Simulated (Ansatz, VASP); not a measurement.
## AlGa3N4 in VASP and in Ansatz

```xyz
16
Lattice="0.0000 -3.1650 0.0000 0.0036 0.0000 -5.4785 12.2847 0.0000 0.0016" Properties=species:S:1:pos:R:3 pbc="T T T"
Al    8.6985   -1.5825   -1.8222
Al    3.5561   -1.5825   -1.8223
Ga    0.9785   -1.5825   -3.6436
Ga    6.1208   -1.5825   -3.6435
Ga    0.9762    0.0000   -0.9228
Ga    6.1186    0.0000   -0.9227
Ga    3.5541    0.0000   -4.5680
Ga    8.6965    0.0000   -4.5679
N     9.3119   -1.5825   -3.6151
N     4.1696   -1.5825   -3.6152
N     9.2998    0.0000   -0.9510
N     4.1574    0.0000   -0.9511
N     1.6030    0.0000   -4.5678
N     6.7454    0.0000   -4.5677
N     1.6567   -1.5825   -1.8227
N     6.7990   -1.5825   -1.8226
```

Alike in both runs: task single point; functional PBEsol; k mesh 8 × 5 × 3; occupations gaussian, width 0.05 eV; no spin polarisation.

|  | VASP | Ansatz |
| --- | --- | --- |
| version | VASP 6.6.1 | Ansatz 0.2.0 |
| potentials or method | VASP PAW PBE potentials, release 64 (Al, Ga_d, N), cutoff 520 eV | scalar-relativistic, plane waves, PAW |
| valence electrons in the cell | 124 | 124 |

VASP gave:

```
gap on the k mesh at the Fermi level (eV)                     : none
pressure (GPa)                                                : -1.7
traceless stress, the component that is largest in VASP (GPa) : -1.22
rms of the force components (eV/Å)                            : 0.703
```

Task: Estimate Ansatz's values.

Result: gap on the k mesh at the Fermi level (eV): none; pressure (GPa): -1.5; traceless stress, the component that is largest in VASP (GPa): -1.14; rms of the force components (eV/Å): 0.703.

VASP's potentials were made for PBE, not for PBEsol. Atom by atom the forces differ by 0.005 eV/Å (rms over components). A gap of «none» marks a metal or a gap that the smearing closes.
